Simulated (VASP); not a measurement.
# Ge (P6_3/mmc) in VASP: further runs

Runs on Ge. Level: PBE. Tasks: single point.

Program: VASP 6.6.1. These are calculated values, not measurements. Logs are shortened: lines on timing, memory, paths and dates and some standing lists are left out, and cuts for length are marked.

**1. The cell of the first run**

It takes space group P6_3/mmc (No. 194, hexagonal). Conventional cell: a = 3.022 Å, b = 3.022 Å, c = 9.877 Å, α = 90.00°, β = 90.00°, γ = 120.00°. Within 4.0 Å of Ge (site symmetry -3m) lie 12 Ge at 3.02 Å. Ge (site symmetry -6m2) has 12 Ge at 3.02 Å within 4.0 Å.

This isn't the form of Ge at room conditions, which is diamond.

**2. Single point, PBE**

Contents of INCAR:

```
SYSTEM = Ge
PREC     = Accurate       ! precision mode
ENCUT    = 520            ! plane-wave cutoff, eV
EDIFF    = 1E-6           ! SCF threshold, eV
ISMEAR   = -1             ! smearing method
SIGMA    = 0.1            ! smearing width, eV
LREAL    = .False.        ! projectors in reciprocal space
LASPH    = .True.         ! aspherical terms in the spheres
NELM     = 60             ! most SCF steps
ALGO     = Normal         ! electronic algorithm
ISIF     = 2              ! what is computed and relaxed
LWAVE    = .False.        ! write WAVECAR
LCHARG   = .False.        ! write CHGCAR
GGA      = PE             ! functional
NBANDS   = 36             ! bands
```

Contents of KPOINTS:

```
Automatic mesh
0
Gamma
  16 16 5
  0 0 0
```

Contents of POSCAR:

```
Ge
1.0
    3.0218775343      0.0000000000      0.0000000000
   -1.5109387671      2.6170227118      0.0000000000
    0.0000000000      0.0000000000      9.8774810287
Ge
4
Direct
    0.0000000000      0.0000000000      0.0000000000
    0.0000000000      0.0000000000      0.5000000000
    0.3333333333      0.6666666667      0.2500000000
    0.6666666667      0.3333333333      0.7500000000
```

Potentials or basis: VASP PAW PBE potentials, release 64 (Ge_d).

Launch:

```sh
> cat potpaw_PBE.64/Ge_d/POTCAR > POTCAR
> mpirun -np 1 vasp_std > vasp.out
```

OUTCAR:

```text
SYSTEM = Ge
   PREC = Accurate
   ENCUT = 520
   EDIFF = 1E-6
   ISMEAR = -1
   LREAL = .False.
   LASPH = .True.
   NELM = 60
   ISIF = 2
   GGA = PE

 ion  position               nearest neighbor table
   1  0.000  0.000  0.000-
   2  0.000  0.000  0.500-
   3  0.333  0.667  0.250-
   4  0.667  0.333  0.750-

  LATTYP: Found a hexagonal cell.
 ALAT       =     3.0218775343
 C/A-ratio  =     3.2686569580

  Lattice vectors:

 A1 = (   3.0218775343,   0.0000000000,   0.0000000000)
 A2 = (  -1.5109387671,   2.6170227118,   0.0000000000)
 A3 = (   0.0000000000,   0.0000000000,   9.8774810287)

Analysis of symmetry for initial positions (statically):
=====================================================================
 Subroutine PRICEL returns:
 Original cell was already a primitive cell.

 Routine SETGRP: Setting up the symmetry group for a
 hexagonal supercell.

 Subroutine GETGRP returns: Found 24 space group operations
 (whereof 12 operations were pure point group operations)
 out of a pool of 24 trial point group operations.

The static configuration has the point symmetry D_3d.
 The point group associated with its full space group is D_6h.

Analysis of symmetry for dynamics (positions and initial velocities):
=====================================================================
 Subroutine PRICEL returns:
 Original cell was already a primitive cell.

 Routine SETGRP: Setting up the symmetry group for a
 hexagonal supercell.

 Subroutine GETGRP returns: Found 24 space group operations
 (whereof 12 operations were pure point group operations)
 out of a pool of 24 trial point group operations.

The dynamic configuration has the point symmetry D_3d.
 The point group associated with its full space group is D_6h.

 Subroutine INISYM returns: Found 24 space group operations
 (whereof 12 operations are pure point group operations),
 and found     1 'primitive' translations

----------------------------------------------------------------------------------------

                                     Primitive cell

  volume of cell :      78.1143
[... 85 lines left out ...]
   ISTART =      0    job   : 0-new  1-cont  2-samecut
   ICHARG =      2    charge: 1-file 2-atom 10-const
   ISPIN  =      1    spin polarized calculation?
   LNONCOLLINEAR =      F non collinear calculations
   LSORBIT =      F    spin-orbit coupling
   LASPH  =      T    aspherical Exc in radial PAW
   ENCUT  =  520.0 eV  38.22 Ry    6.18 a.u.   5.62  5.62 18.37*2*pi/ulx,y,z
   NELM   =     60;   NELMIN=  2; NELMDL= -5     # of ELM steps
   EDIFF  = 0.1E-05   stopping-criterion for ELM
   LREAL  =      F    real-space projection
   EDIFFG = 0.1E-04   stopping-criterion for IOM
   NSW    =      0    number of steps for IOM
   IBRION =     -1    ionic relax: 0-MD 1-quasi-New 2-CG
   NFREE  =      0    steps in history (QN), initial steepest desc. (CG)
   ISIF   =      2    stress and relaxation
   ISYM   =      2    0-nonsym 1-usesym 2-fastsym
   POTIM  = 0.5000    time-step for ionic-motion
   TEBEG  =    0.0;   TEEND  =   0.0 temperature during run
   PSTRESS=    0.0 pullay stress
   NELECT =      56.0000    total number of electrons
   NUPDOWN=      -1.0000    fix difference up-down
   EMIN   =  10.00;   EMAX   =-10.00  energy-range for DOS
   EFERMI =   0.00;   METHOD = LEGACY
   ISMEAR =    -1;   SIGMA  =   0.10  broadening in eV -4-tet -1-fermi 0-gaus
   EFERMI_NEDOS =   21; number of points for ismear=-14 and -15
   IALGO  =     38    algorithm
   IMIX   =      4    mixing-type and parameters
     AMIX     =   0.40;   BMIX     =  1.00
     AMIX_MAG =   1.60;   BMIX_MAG =  1.00
  volume/ion in A,a.u.               =      19.53       131.79
  Fermi-wavevector in a.u.,A,eV,Ry     =   1.465190  2.768808 29.208744  2.146782
  Thomas-Fermi vector in A             =   2.581077
   LORBIT       =      0    0 simple, 1 ext, 2 COOP (PROOUT), +10 PAW based schemes
   GGA     = PE    functional components
   LHFCALC =     F    Hartree Fock is set to
   AEXX    =    0.0000 exact exchange contribution
   IVDW    =     0    specifies the selected vdW correction
   LEPSILON=     F    determine dielectric tensor
   LRPA    =     F    only Hartree local field effects (RPA)
 non-spin polarized calculation
  energy-cutoff  :      520.00
  volume of cell :       78.11
 maximum number of plane-waves:      2137
 NGX is ok and might be reduce to    24
   NGX = 11   NGY = 11   NGZ = 37

 number of electron      56.0000066 magnetization

 Free energy of the ion-electron system (eV)
  ---------------------------------------------------
  ext. energy  EPLUGINS =         0.00000000
  ---------------------------------------------------
  free energy    TOTEN  =       -16.75992493 eV

  energy without entropy =      -16.68903989  energy(sigma->0) =      -16.72448241

 E-fermi :   6.4592     XC(G=0): -11.1274

 val. band max:        6.4411192959   @ k =   0.2500   0.0625   0.4000
 cond. band min:       6.4670791538   @ k =   0.2500  -0.0000   0.4000
 fundamental gap:      0.0259598579
 Fermi energy:         6.4592179248

 k-point     1 :       0.0000    0.0000    0.0000
  band No.  band energies     occupation
      1     -18.3131      2.00000
      2     -18.3121      2.00000
      3     -18.3057      2.00000
      4     -18.3057      2.00000
      5     -18.3006      2.00000
      6     -18.3006      2.00000
[... 925 lines left out ...]
     35      10.7086      0.00000
     36      11.1600      0.00000

 [... further k-points ...]

------------------------ aborting loop because EDIFF is reached ----------------------------------------

  FORCE on cell =-STRESS in cart. coord.  units (eV):
  Direction    XX          YY          ZZ          XY          YZ          ZX
  --------------------------------------------------------------------------------------
  -------------------------------------------------------------------------------------
  Total        0.1579666      0.1579666      0.6251173      0.0000000      0.0000000      0.0000000
  in kB        3.2400027      3.2400027     12.8215806      0.0000000      0.0000000      0.0000000
  external PRESSURE =       6.4338620 kB  Pullay stress =       0.0000000 kB

 VOLUME and BASIS-vectors are now :
 -----------------------------------------------------------------------------
  energy-cutoff  :      520.00
  volume of cell :       78.11
      direct lattice vectors                 reciprocal lattice vectors
     3.021877534  0.000000000  0.000000000     0.330920095  0.191056806  0.000000000
    -1.510938767  2.617022712  0.000000000     0.000000000  0.382113612  0.000000000
     0.000000000  0.000000000  9.877481029     0.000000000  0.000000000  0.101240387

 POSITION                                       TOTAL-FORCE (eV/Angst)
 -----------------------------------------------------------------------------------
      0.00000      0.00000      0.00000         0.000000      0.000000     -0.000000
      0.00000      0.00000      4.93874         0.000000      0.000000     -0.000000
     -0.00000      1.74468      2.46937         0.000000     -0.000000     -0.000000
      1.51094      0.87234      7.40811        -0.000000      0.000000      0.000000
 -----------------------------------------------------------------------------------
    total drift:                               -0.000000      0.000000     -0.000000

  FREE ENERGIE OF THE ION-ELECTRON SYSTEM (eV)
  ---------------------------------------------------
  free  energy   TOTEN  =       -16.7599249290 eV

  energy  without entropy=      -16.6890398948  energy(sigma->0) =      -16.72448241
```

stdout:

```text
POSCAR found type information on POSCAR Ge
 POSCAR found :  1 types and       4 ions
 scaLAPACK will be used
 LDA part: xc-table for (Slater+PW92), standard interpolation
 POSCAR, INCAR and KPOINTS ok, starting setup
 FFT: planning ... GRIDC
 FFT: planning ... GRID_SOFT
 FFT: planning ... GRID
 WAVECAR not read
 entering main loop
```

Wall time 1.8 min (1 thread of Intel Xeon 6975P-C (Granite Rapids), shared host); peak memory 0.31 GiB.

Results:

* Free energy: -16.7599 eV
* Pressure: 0.6 GPa
* Band gap on the k mesh: zero (bands 28 and 29 overlap by 9.10 eV)

Stress tensor (GPa, compression positive):
```
0.32 0.00 0.00
0.00 0.32 0.00
0.00 0.00 1.28
```

Levels at points of the mesh, in eV from the Fermi level:
```tsv
k point	band 25	band 26	band 27	band 28	band 29	band 30	band 31	band 32
(0.00, 0.00, 0.00)	-5.36	1.12	1.12	6.59	6.59	7.35	7.35	7.52
(0.50, 0.00, 0.00)	-5.10	-4.75	-2.33	-1.87	-0.38	0.53	2.57	4.03
```

**3. Single point, PBE (19.53 Å³/atom)**

Contents of INCAR:

```
PREC = Accurate ; ENCUT = 520
EDIFF = 1E-7 ; ISMEAR = -1
SIGMA = 0.1 ; LREAL = F
LASPH = T ; NELM = 60
ALGO = Normal ; ISIF = 2
LWAVE = F ; LCHARG = F
GGA = PE ; NBANDS = 36
```

Contents of KPOINTS:

```
regular mesh
0
Gamma
  16 16 5
```

POSCAR is that of step 2.

Potentials or basis: VASP PAW PBE potentials, release 64 (Ge_d).

Launch:

```sh
> cat potpaw_PBE.64/Ge_d/POTCAR > POTCAR
> mpirun -np 1 vasp_std > vasp.out
```

Wall time 94 s (1 thread of Intel Xeon 6975P-C (Granite Rapids), shared host); peak memory 0.31 GiB.

The run converged. Its results:

- Free energy: -16.7599 eV
- Pressure: 0.7 GPa
- Band gap on the k mesh: zero (bands 28 and 29 overlap by 9.10 eV)

Stress tensor (GPa, compression positive):
```
0.40 0.00 0.00
0.00 0.40 0.00
0.00 0.00 1.35
```

Levels at points of the mesh, in eV from the Fermi level:
| k point | band 25 | band 26 | band 27 | band 28 | band 29 | band 30 | band 31 | band 32 |
| --- | --- | --- | --- | --- | --- | --- | --- | --- |
| (0.00, 0.00, 0.00) | -5.36 | 1.12 | 1.12 | 6.59 | 6.59 | 7.35 | 7.35 | 7.52 |
| (0.50, 0.00, 0.00) | -5.10 | -4.75 | -2.33 | -1.87 | -0.38 | 0.53 | 2.57 | 4.03 |

**4. Single point, PBE (20.31 Å³/atom)**

This run uses another cell than the first one, of 20.31 Å³/atom.

Contents of INCAR:

```
ALGO = Normal
EDIFF = 1E-6
ENCUT = 520
GGA = PE
ISIF = 2
ISMEAR = -1
LASPH = True
LCHARG = True
LELF = True
LREAL = False
LVHAR = True
LWAVE = False
NBANDS = 36
NELM = 100
PREC = Accurate
SIGMA = 0.1
```

Contents of KPOINTS:

```
k-points
0
Gamma
  16 16 5
```

Contents of POSCAR:

```
Ge
1.0
    3.0616436410      0.0000000000      0.0000000000
   -1.5308218205      2.6514611705      0.0000000000
    0.0000000000      0.0000000000     10.0074627903
Ge
4
Direct
    0.0000000000      0.0000000000      0.0000000000
    0.0000000000      0.0000000000      0.5000000000
    0.3333333333      0.6666666667      0.2500000000
    0.6666666667      0.3333333333      0.7500000000
```

Launch:

```sh
> cat potpaw_PBE.64/Ge_d/POTCAR > POTCAR
> mpirun -np 1 vasp_std > vasp.out
```

It took 99 s on 1 thread of Intel Xeon 6975P-C (Granite Rapids), shared host; peak memory 0.31 GiB.

It converged, with:

- Free energy: -16.7365 eV
- Pressure: -1.9 GPa
- Band gap on the k mesh: zero (bands 28 and 29 overlap by 8.71 eV)

Stress tensor (GPa, compression positive):
```
-2.21  0.00  0.00
 0.00 -2.21  0.00
 0.00  0.00 -1.33
```

Levels at points of the mesh, in eV from the Fermi level:
| k point | band 24 | band 25 | band 26 | band 27 | band 28 | band 29 | band 30 | band 31 | band 32 | band 33 |
| --- | --- | --- | --- | --- | --- | --- | --- | --- | --- | --- |
| (0.00, 0.00, 0.00) | -7.78 | -5.12 | 1.07 | 1.07 | 6.34 | 6.34 | 7.06 | 7.06 | 7.22 | 7.22 |
| (0.50, 0.00, 0.00) | -6.16 | -4.88 | -4.54 | -2.32 | -1.83 | -0.31 | 0.57 | 2.51 | 3.90 | 3.92 |

The gap in the log of VASP goes by the Fermi energy; the results here count the filled bands.